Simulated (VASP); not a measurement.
Wanted: the native input for a VASP 6.6.1 run.

```
Task                    : density of states
Functional              : PBE
Potentials or basis     : VASP PAW PBE potentials, release 64 (Re)
Cutoff                  : 520 eV
k mesh                  : 14 × 14 × 14
Occupations             : gaussian, width 0.05 eV
Spin                    : no spin polarisation
Dipole correction       : no
k mesh for the DOS      : 21 × 21 × 21
Occupations for the DOS : tetrahedron
Further INCAR settings  : ALGO = Normal; EDIFF = 1e-06
```

Re:

```
Re
1.0
     0.00000    1.97500    1.97500
     1.97500    0.00000    1.97500
     1.97500    1.97500    0.00000
Re
1
Direct
  0.00000 0.00000 0.00000
```

One way to write it, as run:

POSCAR

```
Re
1.0
    0.0000000000      1.9750000000      1.9750000000
    1.9750000000      0.0000000000      1.9750000000
    1.9750000000      1.9750000000      0.0000000000
Re
1
Direct
    0.0000000000      0.0000000000      0.0000000000
```

INCAR.step1

```
  ALGO = Normal
  EDIFF = 1E-6
  ENCUT = 520
  GGA = PE
  ISIF = 2
  ISMEAR = 0
  LASPH = T
  LCHARG = T
  LMAXMIX = 4
  LREAL = F
  LWAVE = F
  NBANDS = 10
  NELM = 100
  PREC = Accurate
  SIGMA = 0.05
```

KPOINTS.step1

```
k-points
0
Gamma
  14 14 14
```

INCAR.step2

```
  ALGO = Normal
  EDIFF = 1E-6
  ENCUT = 520
  GGA = PE
  ICHARG = 11
  ISIF = 2
  ISMEAR = -5
  LASPH = T
  LCHARG = F
  LMAXMIX = 4
  LORBIT = 10
  LREAL = F
  LWAVE = F
  NEDOS = 1001
  NELM = 100
  PREC = Accurate
  SIGMA = 0.05
```

KPOINTS.step2

```
k-points
0
Gamma
  21 21 21
```

Potentials or basis: VASP PAW PBE potentials, release 64 (Re).

Run with:

```console
$ cat potpaw_PBE.64/Re/POTCAR > POTCAR
$ cp INCAR.step1 INCAR
$ cp KPOINTS.step1 KPOINTS
$ mpirun -np 1 vasp_std > vasp.out
$ cp INCAR.step2 INCAR
$ cp KPOINTS.step2 KPOINTS
$ mpirun -np 1 vasp_std > vasp.out
```

Results of the run:

```
Valence electrons inside the program's atomic spheres : Re 5.99
```

Caveat: spin-orbit coupling is left out, which moves the levels of the heavy elements.

Run time: 32 s on 1 thread of AMD EPYC 7R13 Processor (Zen 3) (shared host), peak memory 0.13 GiB.
